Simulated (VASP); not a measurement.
Crystal: AgB2.

```
CELL_PARAMETERS angstrom
3.02680 0.00000 0.00000
-1.51340 2.62129 0.00000
0.00000 0.00000 4.06392
ATOMIC_POSITIONS crystal
Ag 0.00000 0.00000 0.00000
B 0.33333 0.66667 0.50000
B 0.66667 0.33333 0.50000
```

Base run:

* Program: VASP 6.6.1
* Functional: r2SCAN
* Potentials or basis: VASP PAW PBE potentials, release 64 (Ag, B)
* Cutoff: 520 eV
* k mesh: 10 × 10 × 7
* Occupations: methfessel-paxton, width 0.1 eV
* Spin: no spin polarisation

Its results: pressure -1.5 GPa.

The run is repeated on the same cell with these changes: functional from r2SCAN to LDA; potentials or basis from VASP PAW PBE potentials, release 64 (Ag, B) to VASP PAW LDA potentials, release 64 (Ag, B). What comes out?

Pressure -10.0 GPa.

Caveats: the PAW data sets were made with another functional, which shifts forces and pressure a little (some runs).
